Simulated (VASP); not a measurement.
# BaTe (P6_3/mmc) in VASP: a series of runs

Aim: see how the results for BaTe move with the level of theory and the settings. Levels: PBE, r2SCAN. Tasks: single point.

Program: VASP 6.6.1. These are calculated values, not measurements. Logs are shortened: lines on timing, memory, paths and dates and some standing lists are left out, and cuts for length are marked.

## (1) The cell of the first run

Symmetry: P6_3/mmc, No. 194, hexagonal system. Conventional cell: a = 4.895 Å, b = 4.895 Å, c = 8.584 Å, α = 90.00°, β = 90.00°, γ = 120.00°. Ba (site symmetry -3m) has 6 Te at 3.55 Å and 2 Ba at 4.29 Å within 4.7 Å. Within 4.7 Å of Te (site symmetry -6m2) lie 6 Ba at 3.55 Å.

## (2) Single point, PBE

Contents of INCAR:

```
PREC = Accurate
ENCUT = 520
EDIFF = 1E-6
ISMEAR = 0
SIGMA = 0.01
LREAL = F
LASPH = T
NELM = 100
ALGO = Normal
ISIF = 2
LWAVE = F
LCHARG = F
GGA = PE
NBANDS = 24
```

Contents of KPOINTS:

```
Automatic mesh
0
Gamma
  6 6 4
```

Contents of POSCAR:

```
BaTe
1.0
    4.8953716053      0.0000000000      0.0000000000
   -2.4476858027      4.2395161711      0.0000000000
    0.0000000000      0.0000000000      8.5840688924
Ba Te
2 2
Direct
    0.0000000000      0.0000000000      0.0000000000
    0.0000000000      0.0000000000      0.5000000000
    0.3333333333      0.6666666667      0.2500000000
    0.6666666667      0.3333333333      0.7500000000
```

Potentials or basis: VASP PAW PBE potentials, release 64 (Ba_sv, Te).

Command:

```console
cat potpaw_PBE.64/Ba_sv/POTCAR potpaw_PBE.64/Te/POTCAR > POTCAR
mpirun -np 1 vasp_std > vasp.out
```

OUTCAR:

```text
PREC = Accurate
   ENCUT = 520
   EDIFF = 1E-6
   ISMEAR = 0
   LREAL = F
   LASPH = T
   NELM = 100
   ISIF = 2
   GGA = PE

 ion  position               nearest neighbor table
   1  0.000  0.000  0.000-   3 3.55   4 3.55   3 3.55   4 3.55   4 3.55   3 3.55   2 4.29   2 4.29

   2  0.000  0.000  0.500-   3 3.55   4 3.55   3 3.55   4 3.55   4 3.55   3 3.55   1 4.29   1 4.29

   3  0.333  0.667  0.250-   1 3.55   2 3.55   1 3.55   2 3.55   1 3.55   2 3.55
   4  0.667  0.333  0.750-   1 3.55   2 3.55   1 3.55   2 3.55   1 3.55   2 3.55

  LATTYP: Found a hexagonal cell.
 ALAT       =     4.8953716053
 C/A-ratio  =     1.7535071052

  Lattice vectors:

 A1 = (   4.8953716053,   0.0000000000,   0.0000000000)
 A2 = (  -2.4476858027,   4.2395161711,   0.0000000000)
 A3 = (   0.0000000000,   0.0000000000,   8.5840688924)

Analysis of symmetry for initial positions (statically):
=====================================================================
 Subroutine PRICEL returns:
 Original cell was already a primitive cell.

 Routine SETGRP: Setting up the symmetry group for a
 hexagonal supercell.

 Subroutine GETGRP returns: Found 24 space group operations
 (whereof 12 operations were pure point group operations)
 out of a pool of 24 trial point group operations.

The static configuration has the point symmetry D_3d.
 The point group associated with its full space group is D_6h.

Analysis of symmetry for dynamics (positions and initial velocities):
=====================================================================
 Subroutine PRICEL returns:
 Original cell was already a primitive cell.

 Routine SETGRP: Setting up the symmetry group for a
 hexagonal supercell.

 Subroutine GETGRP returns: Found 24 space group operations
 (whereof 12 operations were pure point group operations)
 out of a pool of 24 trial point group operations.

The dynamic configuration has the point symmetry D_3d.
 The point group associated with its full space group is D_6h.

 Subroutine INISYM returns: Found 24 space group operations
 (whereof 12 operations are pure point group operations),
 and found     1 'primitive' translations

----------------------------------------------------------------------------------------

                                     Primitive cell

  volume of cell :     178.1538

  direct lattice vectors                    reciprocal lattice vectors
     4.895371605  0.000000000  0.000000000     0.204274584  0.117937986  0.000000000
    -2.447685803  4.239516171  0.000000000     0.000000000  0.235875973  0.000000000
     0.000000000  0.000000000  8.584068892     0.000000000  0.000000000  0.116494871

  length of vectors
     4.895371605  4.895371605  8.584068892     0.235875973  0.235875973  0.116494871

  position of ions in fractional coordinates (direct lattice)
     0.000000000  0.000000000  0.000000000
     0.000000000  0.000000000  0.500000000
     0.333333333  0.666666667  0.250000000
     0.666666667  0.333333333  0.750000000

  ion indices of the primitive-cell ions
   primitive index   ion index
                 1           1
                 2           2
                 3           3
                 4           4

----------------------------------------------------------------------------------------

 KPOINTS: Automatic mesh

Automatic generation of k-mesh.
 Grid dimensions read from file:
 generate k-points for:    6    6    4

 Generating k-lattice:

  Cartesian coordinates                     Fractional coordinates (reciprocal lattice)
     0.034045764  0.019656331  0.000000000     0.166666667  0.000000000  0.000000000
     0.000000000  0.039312662  0.000000000     0.000000000  0.166666667  0.000000000
     0.000000000  0.000000000  0.029123718     0.000000000  0.000000000  0.250000000

  Length of vectors
     0.039312662  0.039312662  0.029123718

  Shift w.r.t. Gamma in fractional coordinates (k-lattice)
     0.000000000  0.000000000  0.000000000

 Subroutine IBZKPT returns following result:
 ===========================================

 Found     21 irreducible k-points:

 Following reciprocal coordinates:
            Coordinates               Weight
  0.000000  0.000000  0.000000      1.000000
  0.166667 -0.000000  0.000000      6.000000
  0.333333  0.000000  0.000000      6.000000
  0.500000  0.000000  0.000000      3.000000
  0.166667  0.166667  0.000000      6.000000
  0.333333  0.166667  0.000000     12.000000
[... 13 lines left out ...]
  0.333333  0.166667  0.500000     12.000000
  0.333333  0.333333  0.500000      2.000000
   k-points           NKPTS =     21   k-points in BZ     NKDIM =     21   number of bands    NBANDS=     24
   number of dos      NEDOS =    301   number of ions     NIONS =      4
   total plane-waves  NPLWV =  82944
   dimension x,y,z NGX =    36 NGY =   36 NGZ =   64
   dimension x,y,z NGXF=    72 NGYF=   72 NGZF=  128
   ions per type =               2   2
   NGX,Y,Z   is equivalent  to a cutoff of  12.23, 12.23, 12.39 a.u.
   NGXF,Y,Z  is equivalent  to a cutoff of  24.45, 24.45, 24.79 a.u.
 SYSTEM =  unknown system
   PREC   = accura    normal or accurate (medium, high low for compatibility)
   ISTART =      0    job   : 0-new  1-cont  2-samecut
   ICHARG =      2    charge: 1-file 2-atom 10-const
   ISPIN  =      1    spin polarized calculation?
   LNONCOLLINEAR =      F non collinear calculations
   LSORBIT =      F    spin-orbit coupling
   LASPH  =      T    aspherical Exc in radial PAW
   ENCUT  =  520.0 eV  38.22 Ry    6.18 a.u.   9.10  9.10 15.96*2*pi/ulx,y,z
   NELM   =    100;   NELMIN=  2; NELMDL= -5     # of ELM steps
   EDIFF  = 0.1E-05   stopping-criterion for ELM
   LREAL  =      F    real-space projection
   EDIFFG = 0.1E-04   stopping-criterion for IOM
   NSW    =      0    number of steps for IOM
   IBRION =     -1    ionic relax: 0-MD 1-quasi-New 2-CG
   NFREE  =      0    steps in history (QN), initial steepest desc. (CG)
   ISIF   =      2    stress and relaxation
   ISYM   =      2    0-nonsym 1-usesym 2-fastsym
   POTIM  = 0.5000    time-step for ionic-motion
   TEBEG  =    0.0;   TEEND  =   0.0 temperature during run
   PSTRESS=    0.0 pullay stress
   NELECT =      32.0000    total number of electrons
   NUPDOWN=      -1.0000    fix difference up-down
   EMIN   =  10.00;   EMAX   =-10.00  energy-range for DOS
   EFERMI =   0.00;   METHOD = LEGACY
   ISMEAR =     0;   SIGMA  =   0.01  broadening in eV -4-tet -1-fermi 0-gaus
   EFERMI_NEDOS =   21; number of points for ismear=-14 and -15
   IALGO  =     38    algorithm
   IMIX   =      4    mixing-type and parameters
     AMIX     =   0.40;   BMIX     =  1.00
     AMIX_MAG =   1.60;   BMIX_MAG =  1.00
  volume/ion in A,a.u.               =      44.54       300.56
  Fermi-wavevector in a.u.,A,eV,Ry     =   0.923690  1.745522 11.608545  0.853204
  Thomas-Fermi vector in A             =   2.049355
   LORBIT       =      0    0 simple, 1 ext, 2 COOP (PROOUT), +10 PAW based schemes
   GGA     = PE    functional components
   LHFCALC =     F    Hartree Fock is set to
   AEXX    =    0.0000 exact exchange contribution
   IVDW    =     0    specifies the selected vdW correction
   LEPSILON=     F    determine dielectric tensor
   LRPA    =     F    only Hartree local field effects (RPA)
 non-spin polarized calculation
 Gauss-broadening in eV      SIGMA  =   0.01
  energy-cutoff  :      520.00
  volume of cell :      178.15
 maximum number of plane-waves:      4820
   NGX = 19   NGY = 19   NGZ = 31

 number of electron      32.0000001 magnetization

 Free energy of the ion-electron system (eV)
  ---------------------------------------------------
  ext. energy  EPLUGINS =         0.00000000
  ---------------------------------------------------
  free energy    TOTEN  =       -16.96286390 eV

  energy without entropy =      -16.96286390  energy(sigma->0) =      -16.96286390

 E-fermi :   2.2268     XC(G=0):  -8.0763

 val. band max:        2.1530333813   @ k =   0.0000   0.0000   0.0000
 cond. band min:       3.8210853710   @ k =   0.5000   0.0000   0.0000
 fundamental gap:      1.6680519897
 Fermi energy:         2.2267503446

 k-point     1 :       0.0000    0.0000    0.0000
  band No.  band energies     occupation
      1     -25.1574      2.00000
      2     -25.1329      2.00000
      3     -10.7589      2.00000
      4     -10.3060      2.00000
      5     -10.3060      2.00000
      6     -10.2572      2.00000
[... 16 lines left out ...]
     23       6.3546      0.00000
     24       7.2641      0.00000

 k-point     2 :       0.1667   -0.0000    0.0000
  band No.  band energies     occupation
      1     -25.1549      2.00000
      2     -25.1307      2.00000
      3     -10.7178      2.00000
      4     -10.3921      2.00000
      5     -10.3180      2.00000
      6     -10.3021      2.00000
[... 16 lines left out ...]
     23       7.1259      0.00000
     24       7.2011      0.00000

 k-point     3 :       0.3333    0.0000    0.0000
  band No.  band energies     occupation
      1     -25.1500      2.00000
      2     -25.1264      2.00000
      3     -10.6427      2.00000
      4     -10.5344      2.00000
      5     -10.3893      2.00000
      6     -10.3419      2.00000
[... 16 lines left out ...]
     23       7.1236      0.00000
     24       7.3105      0.00000
[... 433 lines left out ...]
 k-point    20 :       0.3333    0.1667    0.5000
  band No.  band energies     occupation
      1     -25.1359      2.00000
      2     -25.1359      2.00000
      3     -10.5068      2.00000
      4     -10.5068      2.00000
      5     -10.3848      2.00000
      6     -10.3848      2.00000
[... 16 lines left out ...]
     23       7.3140      0.00000
     24       7.3140      0.00000

 k-point    21 :       0.3333    0.3333    0.5000
  band No.  band energies     occupation
      1     -25.1347      2.00000
      2     -25.1347      2.00000
      3     -10.4808      2.00000
      4     -10.4808      2.00000
      5     -10.4124      2.00000
      6     -10.4124      2.00000
[... 16 lines left out ...]
     23       6.9211      0.00000
     24       6.9211      0.00000

------------------------ aborting loop because EDIFF is reached ----------------------------------------

  FORCE on cell =-STRESS in cart. coord.  units (eV):
  Direction    XX          YY          ZZ          XY          YZ          ZX
  --------------------------------------------------------------------------------------
  -------------------------------------------------------------------------------------
  Total        0.3908461      0.3908461      0.4820203     -0.0000000     -0.0000000      0.0000000
  in kB        3.5149667      3.5149667      4.3349167     -0.0000000     -0.0000000      0.0000000
  external PRESSURE =       3.7882834 kB  Pullay stress =       0.0000000 kB

 VOLUME and BASIS-vectors are now :
 -----------------------------------------------------------------------------
  energy-cutoff  :      520.00
  volume of cell :      178.15
      direct lattice vectors                 reciprocal lattice vectors
     4.895371605  0.000000000  0.000000000     0.204274584  0.117937986  0.000000000
    -2.447685803  4.239516171  0.000000000     0.000000000  0.235875973  0.000000000
     0.000000000  0.000000000  8.584068892     0.000000000  0.000000000  0.116494871

 POSITION                                       TOTAL-FORCE (eV/Angst)
 -----------------------------------------------------------------------------------
      0.00000      0.00000      0.00000        -0.000000      0.000000      0.000000
      0.00000      0.00000      4.29203        -0.000000      0.000000      0.000000
     -0.00000      2.82634      2.14602        -0.000000     -0.000000     -0.000000
      2.44769      1.41317      6.43805         0.000000     -0.000000     -0.000000
 -----------------------------------------------------------------------------------
    total drift:                               -0.000000      0.000000     -0.000000

  FREE ENERGIE OF THE ION-ELECTRON SYSTEM (eV)
  ---------------------------------------------------
  free  energy   TOTEN  =       -16.9628638958 eV

  energy  without entropy=      -16.9628638958  energy(sigma->0) =      -16.96286390
```

Run time: 50 s. Hardware: 1 thread of Intel Xeon Platinum 8559C (Emerald Rapids), shared host; peak memory 0.31 GiB.

Results:

```
Free energy            : -16.9629 eV
Pressure               : 0.4 GPa
Band gap on the k mesh : 1.67 eV, indirect (least direct gap 1.72 eV)
```

Caveat: spin-orbit coupling is left out, which moves the levels of the heavy elements. Expect the measured gap to be larger: semilocal functionals such as PBE lack the derivative discontinuity.

## (3) Single point, r2SCAN

POSCAR is that of step 2.

Contents of INCAR.step1:

```
PREC = Accurate
ENCUT = 520
ISMEAR = 0
SIGMA = 0.01
LREAL = False
LASPH = True
NELM = 80
NBANDS = 24
GGA = PE
ALGO = Normal
EDIFF = 1E-4
LWAVE = True
LCHARG = False
```

Contents of INCAR.step2:

```
PREC = Accurate
ENCUT = 520
EDIFF = 1E-7
ISMEAR = 0
SIGMA = 0.01
LREAL = False
LASPH = True
NELM = 80
ALGO = Normal
ISIF = 2
LWAVE = False
LCHARG = False
METAGGA = R2SCAN
LMIXTAU = True
NBANDS = 24
ISTART = 1
```

KPOINTS is that of step 2.

Potentials or basis: VASP PAW PBE potentials, release 64 (Ba_sv, Te).

Command:

```console
cat potpaw_PBE.64/Ba_sv/POTCAR potpaw_PBE.64/Te/POTCAR > POTCAR
cp INCAR.step1 INCAR
mpirun -np 1 vasp_std > vasp.out
cp INCAR.step2 INCAR
mpirun -np 1 vasp_std > vasp.out
```

Run time: 3.6 min. Hardware: 1 thread of Intel Xeon Platinum 8559C (Emerald Rapids), shared host; peak memory 0.35 GiB.

Results (log left out):

- Free energy: -111.7403 eV
- Pressure: 0.3 GPa
- Band gap on the k mesh: 2.05 eV, indirect (least direct gap 2.10 eV)

Levels at points of the mesh, in eV from the valence-band top:
```
           k point  band 14  band 15  band 16  band 17  band 18  band 19
(0.00, 0.00, 0.00)    -0.25     0.00     0.00     2.10     3.39     3.47
(0.50, 0.00, 0.00)    -1.08    -0.78    -0.37     2.05     3.40     4.95
(0.00, 0.00, 0.50)    -0.56    -0.56    -0.56     3.41     3.41     4.01
(0.50, 0.00, 0.50)    -1.00    -0.76    -0.76     2.86     2.86     4.69
```

Caveat: the PAW data sets were made with another functional, which shifts forces and pressure a little; spin-orbit coupling is left out, which moves the levels of the heavy elements. r2SCAN opens gaps a little over a GGA but as a rule still falls short of measured ones.

## (4) Single point, PBE, non-collinear spin, zero start, spin-orbit coupling

Contents of INCAR:

```
PREC = Accurate ; ENCUT = 520
EDIFF = 1E-6 ; ISMEAR = 0
SIGMA = 0.01 ; LREAL = False
LASPH = True ; NELM = 150
ALGO = Normal ; ISIF = 2
LWAVE = False ; LCHARG = False
MAGMOM = 0 0 0 0 0 0 0 0 0 0 0 0 ; LORBIT = 11
LSORBIT = True ; GGA_COMPAT = False
LORBMOM = True ; GGA = PE
NBANDS = 46
```

Contents of KPOINTS:

```
Automatic mesh
0
Gamma
  6 6 2
```

POSCAR is that of step 3.

Command:

```console
cat potpaw_PBE.64/Ba_sv/POTCAR potpaw_PBE.64/Te/POTCAR > POTCAR
mpirun -np 1 vasp_ncl > vasp.out
```

It took 3.6 min on 1 thread of Intel Xeon Platinum 8559C (Emerald Rapids), shared host; peak memory 0.68 GiB.

Results (log left out):

```
Free energy                                           : -17.5418 eV
Pressure                                              : 0.4 GPa
Net moment                                            : 0.00 μB per cell
Valence electrons inside the program's atomic spheres : Ba 7.87; Te 3.46
```

Stress tensor (GPa, compression positive):
```
0.36 0.00 0.00
0.00 0.36 0.00
0.00 0.00 0.45
```

Moments on the atoms (μB; x, y, z):
```
Ba  0.00 0.00 0.00
Ba  0.00 0.00 0.00
Te  0.00 0.00 0.00
Te  0.00 0.00 0.00
```

Caveat: the k points lie up to 0.37 Å⁻¹ apart.

## (5) The runs side by side

| level | spin | k mesh | gap on the mesh (eV) | pressure (GPa) |
| --- | --- | --- | --- | --- |
| PBE | off | 6 × 6 × 4 | 1.67 | 0.4 |
| r2SCAN | off | 6 × 6 × 4 | 2.05 | 0.3 |
| PBE | non-collinear, zero start, SOC | 6 × 6 × 2 | - | 0.4 |

Alike in all rows: task single point; potentials or basis VASP PAW PBE potentials, release 64 (Ba_sv, Te); cell as given; cutoff (eV) 520; smearing gaussian 0.01 eV.

Caveats: some runs use coarse meshes; spin-orbit coupling is left out, which moves the levels of the heavy elements (some runs); the PAW data sets were made with another functional, which shifts forces and pressure a little (some runs).

Total energies depend on the potentials used, so only differences within one code and one set of settings carry meaning.
